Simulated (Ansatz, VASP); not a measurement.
Given: the input of a run of VASP 6.6.1 on Sb.

The input INCAR:

```
ALGO = Normal ; EDIFF = 1E-7
ENCUT = 520 ; GGA = PE
ISIF = 2 ; ISMEAR = 0
LASPH = True ; LCHARG = False
LREAL = False ; LWAVE = False
NBANDS = 8 ; NELM = 60
PREC = Accurate ; SIGMA = 0.1
```

The input KPOINTS:

```
k-points
0
Gamma
  10 10 10
```

The input POSCAR:

```
Sb
1.0
    0.0000000000      2.3712425216      2.3712425216
    2.3712425216      0.0000000000      2.3712425216
    2.3712425216      2.3712425216      0.0000000000
Sb
1
Direct
    0.0000000000      0.0000000000      0.0000000000
```

Potentials or basis: VASP PAW PBE potentials, release 64 (Sb).

The run is started by

```sh
$ cat potpaw_PBE.64/Sb/POTCAR > POTCAR
$ mpirun -np 1 vasp_std > vasp.out
```

Task: Set up the same calculation for Ansatz 0.2.0. Potentials there: all-electron LAPW, scalar-relativistic.

Result: As run (the cutoff follows the program's own potentials):

input.yaml

```yaml
crystal:
  lattice:
    - [0.0, 2.3712425216, 2.3712425216]
    - [2.3712425216, 0.0, 2.3712425216]
    - [2.3712425216, 2.3712425216, 0.0]
  atoms:
    - { symbol: Sb, position: [0.0, 0.0, 0.0] }
kpoints:
  mp_grid: { grid: [10, 10, 10] }
scf:
  occupations: { method: gaussian, width: 0.1 }
hamiltonian:
  xc: pbe
  pseudopotentials: { kind: all_electron, lapw: { basis_error: 0.001 } }
output:
  forces: true
  stress: true
  eigenvalues: true
```

Potentials or basis: all-electron LAPW, scalar-relativistic.

Launch:

```sh
$ ansatz run input.yaml --threads 1 --pin off --max-ram 3072MiB --backend cpu --events-out ev --progress --plain --runs-dir out
```

Both were run:

|  | VASP | Ansatz | Ansatz less VASP |
| --- | --- | --- | --- |
| gap on the k mesh at the Fermi level (eV) | none | none | - |
| pressure (GPa) | 1.7 | 1.9 | +0.15 |

A gap of «none» marks a metal or a gap that the smearing closes. Ansatz ran all-electron here, and VASP with PAW potentials.

Spin-orbit coupling is off throughout.
